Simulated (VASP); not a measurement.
## HfSiO4: relaxation of cell and atoms with PBE

The system is HfSiO4.

```
Hf Si O
1.0
     4.67722    0.00000    0.00000
    -2.33861    4.05059    0.00000
     0.00000    0.00000    3.79345
Hf Si O
1 1 4
Direct
  0.00000 0.00000 0.00000
  0.33333 0.66667 0.00000
  0.66667 0.33333 0.00000
  0.00385 0.50192 0.50000
  0.49808 0.50192 0.50000
  0.49808 0.99615 0.50000
```

The cell was generated, and may not be a known phase.

| Quantity | Value |
| --- | --- |
| Program | VASP 6.6.1 |
| Task | relaxation of cell and atoms |
| Functional | PBE |
| Potentials or basis | VASP PAW PBE potentials, release 64 (Hf_pv, Si, O) |
| Cutoff | 600 eV |
| k mesh | 6 × 6 × 4 |
| Occupations | gaussian, width 0.1 eV |
| Spin | no spin polarisation |
| Dipole correction | no |
| Further INCAR settings | ALGO = Normal; EDIFF = 1e-06; IBRION = 2; EDIFFG = -0.04; NSW = 90; ISIF = 3 |

- Relaxed volume: 10.73 Å³/atom
- Relaxed cell: a = 5.194 Å, b = 5.194 Å, c = 2.755 Å, α = 90.00°, β = 90.00°, γ = 120.00°
- Space group after relaxing (to 0.1 Å): P-6m2 (No. 187)
- Energy gained by relaxing: 588.2 meV/atom
- Ionic steps: 21
- Pressure after relaxing: 0.0 GPa
- Largest force after relaxing: 0.039 eV/Å
- Band gap on the k mesh: zero (bands 19 and 20 overlap by 0.90 eV)

Forces in eV/Å, atoms in the order of the input:
```
Hf   0.000  0.000  0.000
Si   0.000  0.000  0.000
O    0.000  0.000  0.000
O    0.034  0.020  0.000
O   -0.034  0.020  0.000
O    0.000 -0.039  0.000
```

Stress tensor (GPa, compression positive):
```
-0.07  0.00  0.00
 0.00 -0.07  0.00
 0.00  0.00  0.11
```

The path:
```tsv
step	energy change (eV)	largest force (eV/Å)	pressure (GPa)	volume (Å³)
1	0.0000	0.9965	-14.16	71.87
2	-0.8655	0.4220	4.00	61.37
3	-0.8807	0.2626	6.98	60.32
4	-1.6873	0.9423	12.94	57.64
5	-2.3380	2.2671	27.84	54.19
6	-2.7299	1.6056	25.66	54.74
7	-2.9317	0.0790	25.81	55.58
8	-2.9573	0.3467	25.30	55.46
9	-3.2172	0.0203	16.81	57.40
10	-3.4613	0.5269	2.61	61.63
11	-3.4664	0.6011	0.66	62.33
12	-3.4664	0.6160	0.27	62.48
13	-3.4787	0.4361	0.20	62.65
14	-3.4937	0.0863	0.13	63.14
15	-3.5033	0.0645	0.24	63.29
16	-3.5246	0.0041	0.56	63.73
17	-3.5063	0.1408	1.62	64.55
18	-3.5218	0.0357	1.35	64.19
19	-3.5278	0.0054	0.91	63.94
20	-3.5278	0.0040	0.85	63.93
21	-3.5289	0.0391	-0.01	64.35
```

Final structure:
```xyz
6
Lattice="5.1936 0.0000 0.0000 -2.5968 4.4978 0.0000 0.0000 0.0000 2.7549" Properties=species:S:1:pos:R:3 pbc="T T T"
Hf    0.0000    0.0000    2.7549
Si    0.0000    2.9985    2.7549
O     2.5968    1.4993    2.7549
O    -1.1263    2.3483    1.3775
O     1.1263    2.3483    1.3775
O     0.0000    4.2990    1.3775
```

Levels at points of the mesh, in eV from the Fermi level:
```
           k point  band 17  band 18  band 19  band 20  band 21  band 22
(0.00, 0.00, 0.00)    -2.30    -1.15    -0.71    -0.71    -0.25     1.34
(0.50, 0.00, 0.00)    -2.68    -1.14     0.02     0.14     0.33     1.96
(0.00, 0.00, 0.50)    -1.23    -1.23    -0.66     0.80     0.80     1.76
(0.50, 0.00, 0.50)    -1.83    -1.35    -0.96     0.62     0.67     0.72
```

Run time: 11 min on 1 thread of Intel(R) Xeon(R) Platinum 8259CL CPU @ 2.50GHz (Skylake/Cascade Lake) (shared host), peak memory 0.25 GiB.

Caveat: the k points lie up to 0.57 Å⁻¹ apart in the final cell, too coarse for converged energies and pressures of a metal; a cell axis changed by over 15 % at a fixed basis, so the end point is rough; spin-orbit coupling is left out, which moves the levels of the heavy elements.
